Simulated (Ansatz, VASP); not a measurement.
## Two plane-wave programs on NiO2

```xyz
3
Lattice="2.8221 0.0000 0.0000 -1.4111 2.4440 0.0000 0.0000 0.0000 4.8391" Properties=species:S:1:pos:R:3 pbc="T T T"
Ni    0.0000    0.0000    2.4196
O     1.4111    0.8147    3.1452
O     0.0000    1.6294    1.6939
```

Alike in both runs: task single point; functional PBEsol; k mesh 12 × 12 × 6; occupations gaussian, width 0.05 eV; no spin polarisation.

|  | VASP | Ansatz |
| --- | --- | --- |
| version | VASP 6.6.1 | Ansatz 0.2.0 |
| potentials or method | VASP PAW PBE potentials, release 64 (Ni, O), cutoff 520 eV | scalar-relativistic, plane waves, PAW |
| valence electrons in the cell | 22 | 30 |

Ansatz gave:

- gap on the k mesh at the Fermi level (eV): 0.82
- least direct gap on the mesh (eV): 1.35
- pressure (GPa): 26.8
- traceless stress, the component that is largest in VASP (GPa): 0.93
- rms of the force components (eV/Å): 1.881

Q: Which values does VASP return?

A: gap on the k mesh at the Fermi level (eV): 0.80; least direct gap on the mesh (eV): 1.30; pressure (GPa): 27.6; traceless stress, the component that is largest in VASP (GPa): 0.04; rms of the force components (eV/Å): 1.895.

VASP's potentials were made for PBE, not for PBEsol. Atom by atom the forces differ by 0.014 eV/Å (rms over components). The functional is the same, so the differences come from potentials, cutoffs and numerics. VASP's potentials hold 22 valence electrons a cell and Ansatz's 30, so a difference there can come from the potentials and not from the codes.
